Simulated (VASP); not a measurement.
# KTaO3 (Pm-3m) in VASP: notebook

KTaO3 is run at these levels: LDA; tasks: single point.

Program: VASP 6.6.1. These are calculated values, not measurements. Logs are shortened: lines on timing, memory, paths and dates and some standing lists are left out, and cuts for length are marked.

### 1 The cell of the first run

Symmetry: Pm-3m, No. 221, cubic system. Conventional cell: a = 3.988 Å, b = 3.988 Å, c = 3.988 Å, α = 90.00°, β = 90.00°, γ = 90.00°. Within 3.7 Å of K (site symmetry m-3m) lie 12 O at 2.82 Å and 8 Ta at 3.45 Å. Ta (site symmetry m-3m) has 6 O at 1.99 Å within 2.6 Å. Within 2.6 Å of O (site symmetry 4/mmm) lie 2 Ta at 1.99 Å.

### 2 Single point, LDA

INCAR

```
SYSTEM = KTaO3
PREC = Accurate
ENCUT = 520
EDIFF = 1E-6
ISMEAR = -1
SIGMA = 0.01
LREAL = .False.
LASPH = .True.
NELM = 60
ALGO = Normal
ISIF = 2
LWAVE = .False.
LCHARG = .False.
GGA = CA
NBANDS = 27
```

KPOINTS

```
Automatic mesh
0
Gamma
  5 5 5
  0 0 0
```

POSCAR

```
KTaO3
1.0
    3.9883000000      0.0000000000      0.0000000000
    0.0000000000      3.9883000000      0.0000000000
    0.0000000000      0.0000000000      3.9883000000
K Ta O
1 1 3
Direct
    0.5000000000      0.5000000000      0.5000000000
    0.0000000000      0.0000000000      0.0000000000
    0.5000000000      0.0000000000      0.0000000000
    0.0000000000      0.5000000000      0.0000000000
    0.0000000000      0.0000000000      0.5000000000
```

Potentials or basis: VASP PAW LDA potentials, release 64 (K_sv, Ta_pv, O).

On the command line:

```sh
$ cat potpaw_LDA.64/K_sv/POTCAR potpaw_LDA.64/Ta_pv/POTCAR potpaw_LDA.64/O/POTCAR > POTCAR
$ mpirun -np 1 vasp_std > vasp.out
```

OUTCAR:

```text
SYSTEM = KTaO3
   PREC = Accurate
   ENCUT = 520
   EDIFF = 1E-6
   ISMEAR = -1
   LREAL = .False.
   LASPH = .True.
   NELM = 60
   ISIF = 2
   GGA = CA

 ion  position               nearest neighbor table
   1  0.500  0.500  0.500-   3 2.82   4 2.82   5 2.82   3 2.82   4 2.82   3 2.82   5 2.82   3 2.82
                             4 2.82   5 2.82   4 2.82   5 2.82   2 3.45   2 3.45   2 3.45   2 3.45
   2  0.000  0.000  0.000-   3 1.99   4 1.99   5 1.99   5 1.99   4 1.99   3 1.99   1 3.45   1 3.45
                             1 3.45   1 3.45   1 3.45   1 3.45   1 3.45   1 3.45
   3  0.500  0.000  0.000-   2 1.99   2 1.99   1 2.82   1 2.82   1 2.82   1 2.82
   4  0.000  0.500  0.000-   2 1.99   2 1.99   1 2.82   1 2.82   1 2.82   1 2.82
   5  0.000  0.000  0.500-   2 1.99   2 1.99   1 2.82   1 2.82   1 2.82   1 2.82

  LATTYP: Found a simple cubic cell.
 ALAT       =     3.9883000000

  Lattice vectors:

 A1 = (   3.9883000000,   0.0000000000,   0.0000000000)
 A2 = (   0.0000000000,   3.9883000000,   0.0000000000)
 A3 = (   0.0000000000,   0.0000000000,   3.9883000000)

Analysis of symmetry for initial positions (statically):
=====================================================================
 Subroutine PRICEL returns:
 Original cell was already a primitive cell.

 Routine SETGRP: Setting up the symmetry group for a
 simple cubic supercell.

 Subroutine GETGRP returns: Found 48 space group operations
 (whereof 48 operations were pure point group operations)
 out of a pool of 48 trial point group operations.

The static configuration has the point symmetry O_h .

Analysis of symmetry for dynamics (positions and initial velocities):
=====================================================================
 Subroutine PRICEL returns:
 Original cell was already a primitive cell.

 Routine SETGRP: Setting up the symmetry group for a
 simple cubic supercell.

 Subroutine GETGRP returns: Found 48 space group operations
 (whereof 48 operations were pure point group operations)
 out of a pool of 48 trial point group operations.

The dynamic configuration has the point symmetry O_h .

 Subroutine INISYM returns: Found 48 space group operations
 (whereof 48 operations are pure point group operations),
 and found     1 'primitive' translations

----------------------------------------------------------------------------------------

                                     Primitive cell

  volume of cell :      63.4400

  direct lattice vectors                    reciprocal lattice vectors
     3.988300000  0.000000000  0.000000000     0.250733395  0.000000000  0.000000000
     0.000000000  3.988300000  0.000000000     0.000000000  0.250733395  0.000000000
     0.000000000  0.000000000  3.988300000     0.000000000  0.000000000  0.250733395

  length of vectors
     3.988300000  3.988300000  3.988300000     0.250733395  0.250733395  0.250733395

  position of ions in fractional coordinates (direct lattice)
     0.500000000  0.500000000  0.500000000
     0.000000000  0.000000000  0.000000000
     0.500000000  0.000000000  0.000000000
     0.000000000  0.500000000  0.000000000
     0.000000000  0.000000000  0.500000000

  ion indices of the primitive-cell ions
   primitive index   ion index
                 1           1
                 2           2
                 3           3
                 4           4
                 5           5

----------------------------------------------------------------------------------------

 KPOINTS: Automatic mesh

Automatic generation of k-mesh.
 Grid dimensions read from file:
 generate k-points for:    5    5    5

 Generating k-lattice:

  Cartesian coordinates                     Fractional coordinates (reciprocal lattice)
     0.050146679  0.000000000  0.000000000     0.200000000  0.000000000  0.000000000
     0.000000000  0.050146679  0.000000000     0.000000000  0.200000000  0.000000000
     0.000000000  0.000000000  0.050146679     0.000000000  0.000000000  0.200000000

  Length of vectors
     0.050146679  0.050146679  0.050146679

  Shift w.r.t. Gamma in fractional coordinates (k-lattice)
     0.000000000  0.000000000  0.000000000

 Subroutine IBZKPT returns following result:
 ===========================================

 Found     10 irreducible k-points:

 Following reciprocal coordinates:
            Coordinates               Weight
  0.000000  0.000000  0.000000      1.000000
  0.200000  0.000000  0.000000      6.000000
  0.400000  0.000000  0.000000      6.000000
  0.200000  0.200000  0.000000     12.000000
  0.400000  0.200000  0.000000     24.000000
  0.400000  0.400000  0.000000     12.000000
  0.200000  0.200000  0.200000      8.000000
  0.400000  0.200000  0.200000     24.000000
  0.400000  0.400000  0.200000     24.000000
  0.400000  0.400000  0.400000      8.000000
   k-points           NKPTS =     10   k-points in BZ     NKDIM =     10   number of bands    NBANDS=     27
   number of dos      NEDOS =    301   number of ions     NIONS =      5
   total plane-waves  NPLWV =  27000
   dimension x,y,z NGX =    30 NGY =   30 NGZ =   30
   dimension x,y,z NGXF=    60 NGYF=   60 NGZF=   60
   ions per type =               1   1   3
   NGX,Y,Z   is equivalent  to a cutoff of  12.51, 12.51, 12.51 a.u.
   NGXF,Y,Z  is equivalent  to a cutoff of  25.01, 25.01, 25.01 a.u.
 SYSTEM =  KTaO3
   PREC   = accura    normal or accurate (medium, high low for compatibility)
   ISTART =      0    job   : 0-new  1-cont  2-samecut
   ICHARG =      2    charge: 1-file 2-atom 10-const
   ISPIN  =      1    spin polarized calculation?
   LNONCOLLINEAR =      F non collinear calculations
   LSORBIT =      F    spin-orbit coupling
   LASPH  =      T    aspherical Exc in radial PAW
   ENCUT  =  520.0 eV  38.22 Ry    6.18 a.u.   7.42  7.42  7.42*2*pi/ulx,y,z
   NELM   =     60;   NELMIN=  2; NELMDL= -5     # of ELM steps
   EDIFF  = 0.1E-05   stopping-criterion for ELM
   LREAL  =      F    real-space projection
   EDIFFG = 0.1E-04   stopping-criterion for IOM
   NSW    =      0    number of steps for IOM
   IBRION =     -1    ionic relax: 0-MD 1-quasi-New 2-CG
   NFREE  =      0    steps in history (QN), initial steepest desc. (CG)
   ISIF   =      2    stress and relaxation
   ISYM   =      2    0-nonsym 1-usesym 2-fastsym
   POTIM  = 0.5000    time-step for ionic-motion
   TEBEG  =    0.0;   TEEND  =   0.0 temperature during run
   PSTRESS=    0.0 pullay stress
   NELECT =      38.0000    total number of electrons
   NUPDOWN=      -1.0000    fix difference up-down
   EMIN   =  10.00;   EMAX   =-10.00  energy-range for DOS
   EFERMI =   0.00;   METHOD = LEGACY
   ISMEAR =    -1;   SIGMA  =   0.01  broadening in eV -4-tet -1-fermi 0-gaus
   EFERMI_NEDOS =   21; number of points for ismear=-14 and -15
   IALGO  =     38    algorithm
   IMIX   =      4    mixing-type and parameters
     AMIX     =   0.40;   BMIX     =  1.00
     AMIX_MAG =   1.60;   BMIX_MAG =  1.00
  volume/ion in A,a.u.               =      12.69        85.62
  Fermi-wavevector in a.u.,A,eV,Ry     =   1.380008  2.607837 25.911228  1.904422
  Thomas-Fermi vector in A             =   2.504925
   LORBIT       =      0    0 simple, 1 ext, 2 COOP (PROOUT), +10 PAW based schemes
   GGA     = CA    functional components
   LHFCALC =     F    Hartree Fock is set to
   AEXX    =    0.0000 exact exchange contribution
   IVDW    =     0    specifies the selected vdW correction
   LEPSILON=     F    determine dielectric tensor
   LRPA    =     F    only Hartree local field effects (RPA)
 non-spin polarized calculation
  energy-cutoff  :      520.00
  volume of cell :       63.44
 maximum number of plane-waves:      1743
 NGX is ok and might be reduce to    30
   NGX = 15   NGY = 15   NGZ = 15

 number of electron      37.9999975 magnetization

 Free energy of the ion-electron system (eV)
  ---------------------------------------------------
  ext. energy  EPLUGINS =         0.00000000
  ---------------------------------------------------
  free energy    TOTEN  =       -45.03638855 eV

  energy without entropy =      -45.03638855  energy(sigma->0) =      -45.03638855

 E-fermi :   1.7512     XC(G=0): -11.4296

 val. band max:        1.4099118421   @ k =   0.4000   0.4000   0.4000
 cond. band min:       3.5406697800   @ k =   0.0000   0.0000   0.0000
 fundamental gap:      2.1307579379
 Fermi energy:         1.7512023790

 k-point     1 :       0.0000    0.0000    0.0000
  band No.  band energies     occupation
      1     -32.3947      2.00000
      2     -32.3947      2.00000
      3     -32.3947      2.00000
      4     -25.3496      2.00000
      5     -15.7340      2.00000
      6     -14.9948      2.00000
[... 19 lines left out ...]
     26       9.2853      0.00000
     27       9.2853      0.00000

 k-point     2 :       0.2000    0.0000    0.0000
  band No.  band energies     occupation
      1     -32.4263      2.00000
      2     -32.3934      2.00000
      3     -32.3934      2.00000
      4     -25.3388      2.00000
      5     -15.6495      2.00000
      6     -14.9858      2.00000
[... 19 lines left out ...]
     26       9.7745      0.00000
     27      10.0144      0.00000

 k-point     3 :       0.4000    0.0000    0.0000
  band No.  band energies     occupation
      1     -32.4768      2.00000
      2     -32.3914      2.00000
      3     -32.3914      2.00000
      4     -25.3213      2.00000
      5     -15.6308      2.00000
      6     -14.9716      2.00000
[... 174 lines left out ...]
      1     -32.4712      2.00000
      2     -32.4710      2.00000
      3     -32.4192      2.00000
      4     -25.2997      2.00000
      5     -14.9055      2.00000
      6     -14.2294      2.00000
[... 19 lines left out ...]
     26      11.6997      0.00000
     27      12.1656      0.00000

 k-point    10 :       0.4000    0.4000    0.4000
  band No.  band energies     occupation
      1     -32.4689      2.00000
      2     -32.4687      2.00000
      3     -32.4687      2.00000
      4     -25.2901      2.00000
      5     -14.2612      2.00000
      6     -14.1406      2.00000
[... 19 lines left out ...]
     26      12.4864      0.00000
     27      13.1732      0.00000

------------------------ aborting loop because EDIFF is reached ----------------------------------------

  FORCE on cell =-STRESS in cart. coord.  units (eV):
  Direction    XX          YY          ZZ          XY          YZ          ZX
  --------------------------------------------------------------------------------------
  -------------------------------------------------------------------------------------
  Total       -1.7478778     -1.7478778     -1.7478778      0.0000000     -0.0000000      0.0000000
  in kB      -44.1426283    -44.1426283    -44.1426283      0.0000000     -0.0000000      0.0000000
  external PRESSURE =     -44.1426283 kB  Pullay stress =       0.0000000 kB

 VOLUME and BASIS-vectors are now :
 -----------------------------------------------------------------------------
  energy-cutoff  :      520.00
  volume of cell :       63.44
      direct lattice vectors                 reciprocal lattice vectors
     3.988300000  0.000000000  0.000000000     0.250733395  0.000000000  0.000000000
     0.000000000  3.988300000  0.000000000     0.000000000  0.250733395  0.000000000
     0.000000000  0.000000000  3.988300000     0.000000000  0.000000000  0.250733395

 POSITION                                       TOTAL-FORCE (eV/Angst)
 -----------------------------------------------------------------------------------
      1.99415      1.99415      1.99415         0.000000      0.000000      0.000000
      0.00000      0.00000      0.00000         0.000000      0.000000      0.000000
      1.99415      0.00000      0.00000         0.000000      0.000000      0.000000
      0.00000      1.99415      0.00000         0.000000      0.000000      0.000000
      0.00000      0.00000      1.99415         0.000000      0.000000      0.000000
 -----------------------------------------------------------------------------------
    total drift:                                0.000000     -0.000000      0.000000

  FREE ENERGIE OF THE ION-ELECTRON SYSTEM (eV)
  ---------------------------------------------------
  free  energy   TOTEN  =       -45.0363885537 eV

  energy  without entropy=      -45.0363885537  energy(sigma->0) =      -45.03638855
```

Wall time 9.9 s (1 thread of Intel Xeon Platinum 8559C (Emerald Rapids), shared host); peak memory 0.15 GiB.

Results:

```
Free energy            : -45.0364 eV
Pressure               : -4.4 GPa
Band gap on the k mesh : 2.13 eV, indirect (least direct gap 2.64 eV)
```

Caveat: spin-orbit coupling is left out, which moves the levels of the heavy elements. A k mesh can miss the band edges.

### 3 Single point, LDA (volume scaled by 0.96)

INCAR

```
SYSTEM = KTaO3
  PREC = Accurate
  ENCUT = 520
  EDIFF = 1E-7
  ISMEAR = -1
  SIGMA = 0.01
  LREAL = .False.
  LASPH = .True.
  NELM = 80
  ALGO = Normal
  ISIF = 2
  LWAVE = .False.
  LCHARG = .False.
  GGA = CA
  NBANDS = 27
```

KPOINTS

```
regular mesh
0
Gamma
  5 5 5
  0 0 0
```

POSCAR, as its differences from that of step 2:

```diff
@@ -2,5 +2,5 @@
 1.0
-    3.9883000000      0.0000000000      0.0000000000
-    0.0000000000      3.9883000000      0.0000000000
-    0.0000000000      0.0000000000      3.9883000000
+    3.9343974464      0.0000000000      0.0000000000
+    0.0000000000      3.9343974464      0.0000000000
+    0.0000000000      0.0000000000      3.9343974464
 K Ta O
```

Potentials or basis: VASP PAW LDA potentials, release 64 (K_sv, Ta_pv, O).

On the command line:

```sh
$ cat potpaw_LDA.64/K_sv/POTCAR potpaw_LDA.64/Ta_pv/POTCAR potpaw_LDA.64/O/POTCAR > POTCAR
$ mpirun -np 1 vasp_std > vasp.out
```

OUTCAR:

```text
SYSTEM = KTaO3
   PREC = Accurate
   ENCUT = 520
   EDIFF = 1E-7
   ISMEAR = -1
   LREAL = .False.
   LASPH = .True.
   NELM = 80
   ISIF = 2
   GGA = CA

 ion  position               nearest neighbor table
   1  0.500  0.500  0.500-   3 2.78   4 2.78   5 2.78   3 2.78   4 2.78   3 2.78   5 2.78   3 2.78
                             4 2.78   5 2.78   4 2.78   5 2.78   2 3.41   2 3.41   2 3.41   2 3.41
   2  0.000  0.000  0.000-   3 1.97   4 1.97   5 1.97   5 1.97   4 1.97   3 1.97   1 3.41   1 3.41
                             1 3.41   1 3.41   1 3.41   1 3.41   1 3.41   1 3.41
[... 490 lines left out ...]
  -------------------------------------------------------------------------------------
  Total        1.6892426      1.6892426      1.6892426      0.0000000     -0.0000000     -0.0000000
  in kB       44.4393728     44.4393728     44.4393728      0.0000000     -0.0000000     -0.0000000
  external PRESSURE =      44.4393728 kB  Pullay stress =       0.0000000 kB

 VOLUME and BASIS-vectors are now :
 -----------------------------------------------------------------------------
  energy-cutoff  :      520.00
  volume of cell :       60.90
      direct lattice vectors                 reciprocal lattice vectors
     3.934397446  0.000000000  0.000000000     0.254168526  0.000000000  0.000000000
     0.000000000  3.934397446  0.000000000     0.000000000  0.254168526  0.000000000
     0.000000000  0.000000000  3.934397446     0.000000000  0.000000000  0.254168526

 POSITION                                       TOTAL-FORCE (eV/Angst)
 -----------------------------------------------------------------------------------
      1.96720      1.96720      1.96720         0.000000      0.000000      0.000000
      0.00000      0.00000      0.00000         0.000000      0.000000      0.000000
      1.96720      0.00000      0.00000         0.000000      0.000000      0.000000
      0.00000      1.96720      0.00000         0.000000      0.000000      0.000000
      0.00000      0.00000      1.96720         0.000000      0.000000      0.000000
 -----------------------------------------------------------------------------------
    total drift:                                0.000000     -0.000000      0.000000

  FREE ENERGIE OF THE ION-ELECTRON SYSTEM (eV)
  ---------------------------------------------------
  free  energy   TOTEN  =       -45.0357942182 eV

  energy  without entropy=      -45.0357942182  energy(sigma->0) =      -45.03579422
```

OSZICAR:

```text
N       E                     dE             d eps       ncg     rms          rms(c)
DAV:   1     0.329606466116E+03    0.32961E+03   -0.20515E+04   540   0.142E+03
DAV:   2    -0.308407179611E+02   -0.36045E+03   -0.34776E+03   601   0.417E+02
DAV:   3    -0.522842023754E+02   -0.21443E+02   -0.21303E+02   728   0.980E+01
DAV:   4    -0.532272052319E+02   -0.94300E+00   -0.94096E+00   928   0.137E+01
DAV:   5    -0.532324144389E+02   -0.52092E-02   -0.52061E-02   709   0.107E+00    0.367E+01
DAV:   6    -0.453734287843E+02    0.78590E+01   -0.33612E+01   638   0.396E+01    0.145E+01
DAV:   7    -0.451383958765E+02    0.23503E+00   -0.18025E+00   735   0.852E+00    0.986E+00
DAV:   8    -0.450489721171E+02    0.89424E-01   -0.32844E-01   649   0.467E+00    0.231E+00
DAV:   9    -0.450370370758E+02    0.11935E-01   -0.26376E-02   636   0.128E+00    0.270E-01
DAV:  10    -0.450358909550E+02    0.11461E-02   -0.10014E-02   746   0.652E-01    0.117E-01
DAV:  11    -0.450357996953E+02    0.91260E-04   -0.86274E-04   700   0.190E-01    0.463E-02
DAV:  12    -0.450357943597E+02    0.53356E-05   -0.44010E-05   738   0.541E-02    0.593E-03
DAV:  13    -0.450357942902E+02    0.69553E-07   -0.27595E-06   721   0.125E-02    0.586E-03
DAV:  14    -0.450357942182E+02    0.71937E-07   -0.40190E-07   666   0.439E-03
   1 F= -.45035794E+02 E0= -.45035794E+02  d E =-.406756E-15
```

It took 13 s on 1 thread of Intel Xeon Platinum 8488C (Sapphire Rapids), shared host; peak memory 0.15 GiB.

Results:

| Item | Value |
| --- | --- |
| Free energy | -45.0358 eV |
| Pressure | 4.4 GPa |
| Band gap on the k mesh | 2.22 eV, indirect (least direct gap 2.70 eV) |

Levels at points of the mesh, in eV from the valence-band top:
```
           k point  band 15  band 16  band 17  band 18  band 19  band 20  band 21  band 22  band 23  band 24
(0.00, 0.00, 0.00)    -1.02    -1.02    -0.48    -0.48    -0.48     2.22     2.22     2.22     6.83     7.36
```

Caveat: spin-orbit coupling is left out, which moves the levels of the heavy elements. A k mesh can miss the band edges.

(Part 1 of 2 ends here.)
